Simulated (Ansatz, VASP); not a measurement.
AlP in VASP and in Ansatz

The input INCAR:

```
SYSTEM = AlP
PREC     = Accurate       ! precision mode
ENCUT    = 500            ! plane-wave cutoff, eV
EDIFF    = 1E-7           ! SCF threshold, eV
ISMEAR   = -1             ! smearing method
SIGMA    = 0.02           ! smearing width, eV
LREAL    = .FALSE.        ! projectors in reciprocal space
LASPH    = .TRUE.         ! aspherical terms in the spheres
NELM     = 120            ! most SCF steps
ALGO     = Normal         ! electronic algorithm
ISIF     = 3              ! what is computed and relaxed
LWAVE    = .FALSE.        ! write WAVECAR
LCHARG   = .FALSE.        ! write CHGCAR
GGA      = PE             ! functional
IBRION   = 2              ! ionic algorithm
NSW      = 80             ! ionic steps
EDIFFG   = -0.01          ! ionic threshold
GGA_COMPAT= .FALSE.      
NELMIN   = 4
```

File KPOINTS:

```
Automatic mesh
0
G
  8 8 8
  0 0 0
```

POSCAR

```
AlP
1.0
    0.0000000000      2.7255000000      2.7255000000
    2.7255000000      0.0000000000      2.7255000000
    2.7255000000      2.7255000000      0.0000000000
Al P
1 1
Direct
    0.0000000000      0.0000000000      0.0000000000
    0.2500000000      0.2500000000      0.2500000000
```

Input for Ansatz:

```yaml
crystal:
  lattice:
    - [0.0, 2.7255, 2.7255]
    - [2.7255, 0.0, 2.7255]
    - [2.7255, 2.7255, 0.0]
  atoms:
    - { symbol: Al, position: [0.0, 0.0, 0.0] }
    - { symbol: P, position: [0.25, 0.25, 0.25] }
  symmetry: { tolerance: 0.0003 }
hamiltonian:
  xc: pbe
  pseudopotentials: { kind: paw, azcp: { folder: soft_1 } }
basis:
  ecutwfc: 420
magnetization:
  spin_polarized: false
scf:
  occupations: { method: fermi_dirac, width: 0.02 }
kpoints:
  mp_grid: { grid: [8, 8, 8], shift: [0, 0, 0] }
output:
  forces: true
  stress: true
  eigenvalues: true
relax:
  max_steps: 60
  cell: {}
```

Alike in both runs: task relaxation of cell and atoms; functional PBE; k mesh 8 × 8 × 8; occupations fermi-dirac, width 0.02 eV; no spin polarisation.

```csv
,VASP,Ansatz
version,VASP 6.6.1,Ansatz 0.2.0
potentials or method,"VASP PAW PBE potentials, release 64 (Al, P), cutoff 500 eV",PAW plane waves
valence electrons in the cell,8,8
```

```csv
,VASP,Ansatz,Ansatz less VASP
"gap on the k mesh at the Fermi level, each at its own relaxed structure (eV)",1.63,1.63,+0.003
relaxed volume (Å³/atom),20.86,20.87,+0.011
relaxed cell length with the largest relative difference (Å),3.893,3.894,+0.0007
```
